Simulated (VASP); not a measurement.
Runs of VASP 6.6.1 on AlAu. The structure is that of space group Pm-3m (No. 221), or close to it. The cells are those of the table. 

| task | cell | cutoff (eV) | gap on the mesh (eV) | pressure (GPa) |
| --- | --- | --- | --- | --- |
| single point | a = 2.968 Å, 2 atoms | 520 | none | 40.7 |
| single point | a = 3.154 Å, 2 atoms | 520 | none | (a) |
| relaxation of cell and atoms | relaxed to 20 GPa from a = 3.220 Å, 2 atoms | 600 | none | 20.0 |
| relaxation of cell and atoms | relaxed to 40 GPa from a = 3.220 Å, 2 atoms | 600 | none | 39.7 |
| single point | a = 2.915 Å, 2 atoms | 520 | none | 60.8 |
| single point | a = 3.039 Å, 2 atoms | 520 | none | 20.5 |
| relaxation of cell and atoms | relaxed to 60 GPa from a = 3.220 Å, 2 atoms | 600 | none | 60.0 |
| relaxation of cell and atoms | relaxed from a = 3.220 Å, 2 atoms | 600 | none | -0.1 |

Alike in all rows: level LDA; potentials or basis VASP PAW LDA potentials, release 64 (Al, Au); no spin polarisation; k mesh 6 × 6 × 6; smearing gaussian 0.05 eV.

Problem. Fill in the values left out.

Solution. (a) 0.3.

Caveats: spin-orbit coupling is left out, which moves the levels of the heavy elements; the cell is relaxed towards a set pressure, so the enthalpy falls and the energy may rise (some runs).

A k mesh can miss the band edges, and the runs leave out spin-orbit coupling on Au.

A gap of «none» marks levels without a gap at the run's occupations.
